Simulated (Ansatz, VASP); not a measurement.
**W in VASP and in Ansatz**

```
W
1.0
     5.00249    0.00000    0.00000
     0.00000    5.00249    0.00000
     0.00000    0.00000    5.00249
W
8
Direct
  0.00000 0.00000 0.00000
  0.50000 0.50000 0.50000
  0.00000 0.50000 0.25000
  0.00000 0.50000 0.75000
  0.25000 0.00000 0.50000
  0.75000 0.00000 0.50000
  0.50000 0.75000 0.00000
  0.50000 0.25000 0.00000
```

Alike in both runs: functional LDA; k mesh 8 × 8 × 8; occupations gaussian, width 0.1 eV; no spin polarisation.

Ansatz relaxed the structure, and its values are those at the end. VASP's run is a single point on that final structure, the one shown.

|  | VASP | Ansatz |
| --- | --- | --- |
| version | VASP 6.6.1 | Ansatz 0.2.0 |
| potentials or method | VASP PAW LDA potentials, release 64 (W_sv), cutoff 520 eV | scalar-relativistic, plane waves, PAW |
| valence electrons in the cell | 112 | 112 |

Ansatz gave:

* gap on the k mesh at the Fermi level (eV): none
* pressure (GPa): 0.0

Problem. Which values does VASP return?

Solution. gap on the k mesh at the Fermi level (eV): none; pressure (GPa): 2.1.

LDA's correlation is that of Perdew and Zunger in VASP and of Perdew and Wang (1992) in Ansatz. A gap of «none» marks a metal or a gap that the smearing closes.

Neither program's run includes spin-orbit coupling.
